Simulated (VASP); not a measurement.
# PtS2 in VASP: notebook

The runs below take PtS2 through single point, with PBE+D3(BJ).

Program: VASP 6.6.1. These are calculated values, not measurements. Logs are shortened: lines on timing, memory, paths and dates and some standing lists are left out, and cuts for length are marked.

### 1 The cell of the first run

The cell holds a slab with vacuum, 6 atoms: a = 3.541 Å, b = 3.541 Å, c = 22.467 Å, α = 90.00°, β = 90.00°, γ = 120.00°.

### 2 Single point, PBE+D3(BJ)

File INCAR:

```
PREC = Accurate ; ENCUT = 520
EDIFF = 1E-6 ; ISMEAR = 0
SIGMA = 0.05 ; LREAL = F
LASPH = T ; NELM = 100
ALGO = Normal ; ISIF = 2
LWAVE = F ; LCHARG = F
LDIPOL = T ; IDIPOL = 3
DIPOL = 0.5 0.5 0.374 ; GGA = PE
IVDW = 12 ; NBANDS = 31
```

File KPOINTS:

```
Automatic mesh
0
Gamma
  9 9 1
```

File POSCAR:

```
PtS2
1.0
    3.5414384854      0.0000000000      0.0000000000
   -1.7707192427      3.0669756943      0.0000000000
    0.0000000000      0.0000000000     22.4671585948
S Pt
4 2
Direct
    0.6666666667      0.3333333334      0.2002923503
    0.3333333333      0.6666666667      0.3105821185
    0.3333333333      1.1666666666      0.4375015767
    0.0000000000      1.5000000000      0.5477905168
    0.0000000000      0.0000000000      0.2557266737
   -0.3333333333      0.8333333334      0.4923569598
```

Potentials or basis: VASP PAW PBE potentials, release 64 (S, Pt).

Run with:

```
cat potpaw_PBE.64/S/POTCAR potpaw_PBE.64/Pt/POTCAR > POTCAR
mpirun -np 1 vasp_std > vasp.out
```

OUTCAR:

```text
PREC = Accurate
   ENCUT = 520
   EDIFF = 1E-6
   ISMEAR = 0
   LREAL = F
   LASPH = T
   NELM = 100
   ISIF = 2
   GGA = PE
   IVDW = 12
 IVDW          = 12

 ion  position               nearest neighbor table
   1  0.667  0.333  0.200-   5 2.39   5 2.39   5 2.39
   2  0.333  0.667  0.311-   5 2.39   5 2.39   5 2.39
   3  0.333  0.167  0.438-   6 2.39   6 2.39   6 2.39
   4  0.000  0.500  0.548-   6 2.39   6 2.39   6 2.39
   5  0.000  0.000  0.256-   2 2.39   2 2.39   2 2.39   1 2.39   1 2.39   1 2.39
   6  0.667  0.833  0.492-   3 2.39   3 2.39   3 2.39   4 2.39   4 2.39   4 2.39

  LATTYP: Found a hexagonal cell.
 ALAT       =     3.5414384854
 C/A-ratio  =     6.3440770431

  Lattice vectors:

 A1 = (   3.5414384854,   0.0000000000,   0.0000000000)
 A2 = (  -1.7707192427,   3.0669756943,   0.0000000000)
 A3 = (   0.0000000000,   0.0000000000,  22.4671585948)

Analysis of symmetry for initial positions (statically):
=====================================================================
 Subroutine PRICEL returns:
 Original cell was already a primitive cell.

 Routine SETGRP: Setting up the symmetry group for a
 hexagonal supercell.

 Subroutine GETGRP returns: Found  4 space group operations
 (whereof  2 operations were pure point group operations)
 out of a pool of 24 trial point group operations.

The static configuration has the point symmetry C_1h.
 The point group associated with its full space group is C_2h.

Analysis of symmetry for dynamics (positions and initial velocities):
=====================================================================
 Subroutine PRICEL returns:
 Original cell was already a primitive cell.

 Routine SETGRP: Setting up the symmetry group for a
 hexagonal supercell.

 Subroutine GETGRP returns: Found  4 space group operations
 (whereof  2 operations were pure point group operations)
 out of a pool of 24 trial point group operations.

The dynamic configuration has the point symmetry C_1h.
 The point group associated with its full space group is C_2h.

 Subroutine INISYM returns: Found  4 space group operations
 (whereof  2 operations are pure point group operations),
 and found     1 'primitive' translations

----------------------------------------------------------------------------------------

                                     Primitive cell

  volume of cell :     244.0272

  direct lattice vectors                    reciprocal lattice vectors
     3.541438485  0.000000000  0.000000000     0.282371134  0.163027050  0.000000000
    -1.770719243  3.066975694  0.000000000     0.000000000  0.326054100  0.000000000
     0.000000000  0.000000000 22.467158595     0.000000000  0.000000000  0.044509411

  length of vectors
     3.541438485  3.541438485 22.467158595     0.326054100  0.326054100  0.044509411

  position of ions in fractional coordinates (direct lattice)
     0.666666667  0.333333333  0.200292350
     0.333333333  0.666666667  0.310582119
     0.333333333  0.166666667  0.437501577
     1.000000000  0.500000000  0.547790517
     0.000000000  0.000000000  0.255726674
     0.666666667  0.833333333  0.492356960

  ion indices of the primitive-cell ions
   primitive index   ion index
                 1           1
                 2           2
                 3           3
                 4           4
                 5           5
                 6           6

----------------------------------------------------------------------------------------

 KPOINTS: Automatic mesh

Automatic generation of k-mesh.
 Grid dimensions read from file:
 generate k-points for:    9    9    1

 Generating k-lattice:

  Cartesian coordinates                     Fractional coordinates (reciprocal lattice)
     0.031374570  0.018114117  0.000000000     0.111111111 -0.000000000  0.000000000
     0.000000000  0.036228233  0.000000000     0.000000000  0.111111111  0.000000000
     0.000000000  0.000000000  0.044509411     0.000000000  0.000000000  1.000000000

  Length of vectors
     0.036228233  0.036228233  0.044509411

  Shift w.r.t. Gamma in fractional coordinates (k-lattice)
     0.000000000  0.000000000  0.000000000

 Subroutine IBZKPT returns following result:
 ===========================================

 Found     25 irreducible k-points:

 Following reciprocal coordinates:
            Coordinates               Weight
  0.000000  0.000000  0.000000      1.000000
  0.111111  0.000000  0.000000      2.000000
  0.000000  0.111111  0.000000      4.000000
  0.222222  0.000000  0.000000      2.000000
  0.000000  0.222222  0.000000      4.000000
  0.333333  0.000000  0.000000      2.000000
[... 16 lines left out ...]
 -0.222222 -0.444444  0.000000      4.000000
  0.444444  0.333333  0.000000      4.000000
   k-points           NKPTS =     25   k-points in BZ     NKDIM =     25   number of bands    NBANDS=     31
   number of dos      NEDOS =    301   number of ions     NIONS =      6
   total plane-waves  NPLWV = 131712
   dimension x,y,z NGX =    28 NGY =   28 NGZ =  168
   dimension x,y,z NGXF=    56 NGYF=   56 NGZF=  336
   ions per type =               4   2
   NGX,Y,Z   is equivalent  to a cutoff of  13.14, 13.14, 12.43 a.u.
   NGXF,Y,Z  is equivalent  to a cutoff of  26.29, 26.29, 24.86 a.u.
 SYSTEM =  unknown system
   PREC   = accura    normal or accurate (medium, high low for compatibility)
   ISTART =      0    job   : 0-new  1-cont  2-samecut
   ICHARG =      2    charge: 1-file 2-atom 10-const
   ISPIN  =      1    spin polarized calculation?
   LNONCOLLINEAR =      F non collinear calculations
   LSORBIT =      F    spin-orbit coupling
   LASPH  =      T    aspherical Exc in radial PAW
   ENCUT  =  520.0 eV  38.22 Ry    6.18 a.u.   6.58  6.58 41.77*2*pi/ulx,y,z
   NELM   =    100;   NELMIN=  2; NELMDL= -5     # of ELM steps
   EDIFF  = 0.1E-05   stopping-criterion for ELM
   LREAL  =      F    real-space projection
   EDIFFG = 0.1E-04   stopping-criterion for IOM
   NSW    =      0    number of steps for IOM
   IBRION =     -1    ionic relax: 0-MD 1-quasi-New 2-CG
   NFREE  =      0    steps in history (QN), initial steepest desc. (CG)
   ISIF   =      2    stress and relaxation
   ISYM   =      2    0-nonsym 1-usesym 2-fastsym
   POTIM  = 0.5000    time-step for ionic-motion
   TEBEG  =    0.0;   TEEND  =   0.0 temperature during run
   PSTRESS=    0.0 pullay stress
   NELECT =      44.0000    total number of electrons
   NUPDOWN=      -1.0000    fix difference up-down
   EMIN   =  10.00;   EMAX   =-10.00  energy-range for DOS
   EFERMI =   0.00;   METHOD = LEGACY
   ISMEAR =     0;   SIGMA  =   0.05  broadening in eV -4-tet -1-fermi 0-gaus
   EFERMI_NEDOS =   21; number of points for ismear=-14 and -15
   IALGO  =     38    algorithm
   IMIX   =      4    mixing-type and parameters
     AMIX     =   0.40;   BMIX     =  1.00
     AMIX_MAG =   1.60;   BMIX_MAG =  1.00
  volume/ion in A,a.u.               =      40.67       274.46
  Fermi-wavevector in a.u.,A,eV,Ry     =   0.924868  1.747747 11.638158  0.855380
  Thomas-Fermi vector in A             =   2.050660
   LORBIT       =      0    0 simple, 1 ext, 2 COOP (PROOUT), +10 PAW based schemes
   GGA     = PE    functional components
   LHFCALC =     F    Hartree Fock is set to
   AEXX    =    0.0000 exact exchange contribution
   IVDW    =    12    specifies the selected vdW correction
   LEPSILON=     F    determine dielectric tensor
   LRPA    =     F    only Hartree local field effects (RPA)
 non-spin polarized calculation
 Gauss-broadening in eV      SIGMA  =   0.05
  energy-cutoff  :      520.00
  volume of cell :      244.03
 maximum number of plane-waves:      6671
   NGX = 13   NGY = 13   NGZ = 83

 dipolmoment           0.000000      0.000000     -0.000011 electrons x Angstroem

 number of electron      44.0000001 magnetization

 dipolmoment           0.000000      0.000000      0.000074 electrons x Angstroem

 Free energy of the ion-electron system (eV)
  ---------------------------------------------------
  ext. energy  EPLUGINS =         0.00000000
  ---------------------------------------------------
  free energy    TOTEN  =       -30.83038187 eV

  energy without entropy =      -30.83038187  energy(sigma->0) =      -30.83038187

 E-fermi :  -0.0415     XC(G=0):  -5.3803

 val. band max:       -0.3346745593   @ k =   0.1111   0.1111   0.0000
 cond. band min:       0.7672944718   @ k =   0.2222   0.0000   0.0000
 fundamental gap:      1.1019690311
 Fermi energy:        -0.0414864135

 k-point     1 :       0.0000    0.0000    0.0000
  band No.  band energies     occupation
      1     -14.9969      2.00000
      2     -14.8552      2.00000
      3     -12.8538      2.00000
      4     -12.5683      2.00000
      5      -6.4591      2.00000
      6      -6.4242      2.00000
[... 23 lines left out ...]
     30       5.3036      0.00000
     31       5.6041      0.00000

 k-point     2 :       0.1111    0.0000    0.0000
  band No.  band energies     occupation
      1     -14.8436      2.00000
      2     -14.7000      2.00000
      3     -12.8753      2.00000
      4     -12.6101      2.00000
      5      -6.4982      2.00000
      6      -6.3807      2.00000
[... 23 lines left out ...]
     30       5.9495      0.00000
     31       6.0240      0.00000

 k-point     3 :       0.0000    0.1111    0.0000
  band No.  band energies     occupation
      1     -14.8421      2.00000
      2     -14.7011      2.00000
      3     -12.8717      2.00000
      4     -12.6136      2.00000
      5      -6.5011      2.00000
      6      -6.3896      2.00000
[... 23 lines left out ...]
     30       5.9298      0.00000
     31       5.9551      0.00000

 k-point     4 :       0.2222    0.0000    0.0000
  band No.  band energies     occupation
      1     -14.4193      2.00000
      2     -14.2704      2.00000
      3     -12.9316      2.00000
      4     -12.7145      2.00000
      5      -6.4805      2.00000
      6      -6.2583      2.00000
[... 23 lines left out ...]
     30       6.0021      0.00000
     31       6.7247      0.00000

 k-point     5 :       0.0000    0.2222    0.0000
  band No.  band energies     occupation
      1     -14.4119      2.00000
      2     -14.2758      2.00000
      3     -12.9181      2.00000
      4     -12.7286      2.00000
      5      -6.4905      2.00000
      6      -6.2587      2.00000
[... 23 lines left out ...]
     30       5.9521      0.00000
     31       6.7342      0.00000
[... 542 lines left out ...]
     30       6.9139      0.00000
     31       7.6667      0.00000

 k-point    22 :       0.3333    0.2222    0.0000
  band No.  band energies     occupation
      1     -13.2342      2.00000
      2     -13.0715      2.00000
      3     -12.9818      2.00000
      4     -12.9195      2.00000
      5      -6.7168      2.00000
      6      -6.6297      2.00000
[... 23 lines left out ...]
     30       7.7435      0.00000
     31       7.8871      0.00000

 k-point    23 :      -0.2222   -0.4444    0.0000
  band No.  band energies     occupation
      1     -13.1441      2.00000
      2     -13.1347      2.00000
      3     -12.9670      2.00000
      4     -12.9603      2.00000
      5      -6.7366      2.00000
      6      -6.6276      2.00000
[... 23 lines left out ...]
     30       7.5997      0.00000
     31       7.8646      0.00000

 k-point    24 :       0.4444    0.3333    0.0000
  band No.  band energies     occupation
      1     -13.1976      2.00000
      2     -13.0916      2.00000
      3     -12.9762      2.00000
      4     -12.9411      2.00000
      5      -6.7179      2.00000
      6      -6.6406      2.00000
[... 23 lines left out ...]
     30       7.5198      0.00000
     31       8.1219      0.00000

 [... further k-points ...]

------------------------ aborting loop because EDIFF is reached ----------------------------------------

 vacuum level on the upper side and lower side of the slab       (xc-potential included)        -0.243        -0.247

 Edisp (eV)   -2.01080

 E8    (eV) :    -0.8337

  FORCE on cell =-STRESS in cart. coord.  units (eV):
  Direction    XX          YY          ZZ          XY          YZ          ZX
  --------------------------------------------------------------------------------------
  -------------------------------------------------------------------------------------
  Total      -0.27479    -0.05925    -0.26262    -0.18666     0.03450     0.05976
  in kB      -1.80416    -0.38902    -1.72423    -1.22555     0.22653     0.39235
  external pressure =       -1.31 kB  Pullay stress =        0.00 kB

 VOLUME and BASIS-vectors are now :
 -----------------------------------------------------------------------------
  energy-cutoff  :      520.00
  volume of cell :      244.03
      direct lattice vectors                 reciprocal lattice vectors
     3.541438485  0.000000000  0.000000000     0.282371134  0.163027050  0.000000000
    -1.770719243  3.066975694  0.000000000     0.000000000  0.326054100  0.000000000
     0.000000000  0.000000000 22.467158595     0.000000000  0.000000000  0.044509411

 POSITION                                       TOTAL-FORCE (eV/Angst)
 -----------------------------------------------------------------------------------
      1.77072      1.02233      4.50000        -0.018097     -0.010448      0.039894
     -0.00000      2.04465      6.97790        -0.052649     -0.030397     -0.039205
      0.88536      0.51116      9.82942         0.052649      0.030397      0.039205
     -0.88536      1.53349     12.30730         0.018097      0.010448     -0.039894
      0.00000      0.00000      5.74545         0.043656      0.025205     -0.002323
      0.88536      2.55581     11.06186        -0.043656     -0.025205      0.002323
 -----------------------------------------------------------------------------------
    total drift:                               -0.000002     -0.000001      0.014308

  FREE ENERGIE OF THE ION-ELECTRON SYSTEM (eV)
  ---------------------------------------------------
  free  energy   TOTEN  =       -32.8411847026 eV

  energy  without entropy=      -32.8411847026  energy(sigma->0) =      -32.84118470

 vacuum level on the upper side and lower side of the slab         5.264         5.261
```

It took 4.3 min on 1 thread of Intel Xeon Platinum 8259CL at 2.50GHz (Skylake/Cascade Lake), shared host; peak memory 0.44 GiB.

Results:

```yaml
Free_energy: -32.8412 eV
Largest_force: 0.072 eV/Å
Band_gap_on_the_k_mesh: 1.10 eV, indirect (least direct gap 1.23 eV)
Dispersion_energy_per_atom: -0.335 eV
```

Forces in eV/Å, atoms in the order of the input:
```
S   -0.018 -0.010  0.040
S   -0.053 -0.030 -0.039
S    0.053  0.030  0.039
S    0.018  0.010 -0.040
Pt   0.044  0.025 -0.002
Pt  -0.044 -0.025  0.002
```

Caveat: spin-orbit coupling is left out, which moves the levels of the heavy elements.

### 3 Single point, PBE+D3(BJ)

File INCAR:

```
PREC = Accurate ; ENCUT = 520
EDIFF = 1E-7 ; ISMEAR = 0
SIGMA = 0.05 ; LREAL = False
LASPH = True ; NELM = 100
ALGO = Normal ; ISIF = 2
LWAVE = False ; LCHARG = False
LDIPOL = True ; IDIPOL = 3
DIPOL = 0.5 0.5 0.381 ; GGA = PE
IVDW = 12 ; NBANDS = 31
```

KPOINTS is that of step 2.

File POSCAR:

```
PtS2
1.0
    3.5414384854      0.0000000000      0.0000000000
   -1.7707192427      3.0669756943      0.0000000000
    0.0000000000      0.0000000000     22.4671585948
S Pt
4 2
Direct
    0.6666666667      0.3333333333      0.2002923503
    0.3333333334      0.6666666667      0.3106377475
    0.5000000000      1.0000000000      0.4517862311
    0.1666666666      1.3333333333      0.5621252750
    0.0000000000      0.0000000000      0.2556497873
   -0.1666666667      0.6666666667      0.5067727954
```

Potentials or basis: VASP PAW PBE potentials, release 64 (S, Pt).

Run with:

```
cat potpaw_PBE.64/S/POTCAR potpaw_PBE.64/Pt/POTCAR > POTCAR
mpirun -np 1 vasp_std > vasp.out
```

It took 7.1 min on 1 thread of Intel Xeon Platinum 8259CL at 2.50GHz (Skylake/Cascade Lake), shared host; peak memory 0.43 GiB.

The run converged. Its results:

| Quantity | Value |
| --- | --- |
| Free energy | -32.7885 eV |
| Largest force | 0.117 eV/Å |
| Band gap on the k mesh | 1.23 eV, indirect (least direct gap 1.38 eV) |
| Dispersion energy per atom | -0.323 eV |

Forces in eV/Å, atoms in the order of the input:
```
S    0.000 -0.044  0.041
S    0.000 -0.110 -0.040
S    0.000  0.110  0.040
S    0.000  0.044 -0.041
Pt   0.000  0.059 -0.001
Pt   0.000 -0.059  0.001
```

Levels at points of the mesh, in eV from the valence-band top:
| k point | band 18 | band 19 | band 20 | band 21 | band 22 | band 23 | band 24 | band 25 | band 26 | band 27 |
| --- | --- | --- | --- | --- | --- | --- | --- | --- | --- | --- |
| (0.00, 0.00, 0.00) | -0.73 | -0.71 | -0.70 | -0.67 | -0.45 | 2.76 | 2.78 | 2.80 | 2.82 | 5.06 |

Caveat: spin-orbit coupling is left out, which moves the levels of the heavy elements.

### 4 Single point, PBE+D3(BJ)

File INCAR:

```
  PREC = Accurate
  ENCUT = 520
  EDIFF = 1E-6
  ISMEAR = 0
  SIGMA = 0.05
  LREAL = False
  LASPH = True
  NELM = 60
  ALGO = Normal
  ISIF = 2
  LWAVE = False
  LCHARG = False
  LDIPOL = True
  IDIPOL = 3
  DIPOL = 0.5 0.5 0.382
  GGA = PE
  IVDW = 12
  NBANDS = 31
```

File KPOINTS:

```
regular mesh
0
Gamma
  9 9 1
```

File POSCAR:

```
PtS2
1.0
    3.5414384854      0.0000000000      0.0000000000
   -1.7707192427      3.0669756943      0.0000000000
    0.0000000000      0.0000000000     22.4671585948
S Pt
4 2
Direct
    0.6666666667      0.3333333334      0.2002923503
    0.3333333333      0.6666666667      0.3106569459
    0.6666666667      0.8333333334      0.4535187228
    0.3333333333      1.1666666666      0.5638832183
    0.0000000000      0.0000000000      0.2556133280
    0.0000000000      0.5000000000      0.5085625632
```

Run with:

```
cat potpaw_PBE.64/S/POTCAR potpaw_PBE.64/Pt/POTCAR > POTCAR
mpirun -np 1 vasp_std > vasp.out
```

Run time: 5.3 min. Hardware: 1 thread of Intel Xeon Platinum 8259CL at 2.50GHz (Skylake/Cascade Lake), shared host; peak memory 0.44 GiB.

It converged, with:

```yaml
Free_energy: -32.7848 eV
Largest_force: 0.083 eV/Å
Band_gap_on_the_k_mesh: 1.28 eV, indirect (least direct gap 1.41 eV)
Dispersion_energy_per_atom: -0.322 eV
```

Forces on the atoms (eV/Å):
```
S   -0.024 -0.014  0.039
S   -0.063 -0.036 -0.040
S    0.063  0.036  0.040
S    0.024  0.014 -0.039
Pt   0.021  0.012  0.001
Pt  -0.021 -0.012 -0.001
```

Levels at points of the mesh, in eV from the valence-band top:
```csv
k point,band 19,band 20,band 21,band 22,band 23,band 24,band 25,band 26
"(0.00, 0.00, 0.00)",-0.66,-0.65,-0.63,-0.43,2.79,2.82,2.85,2.89
```

Caveat: spin-orbit coupling is left out, which moves the levels of the heavy elements.
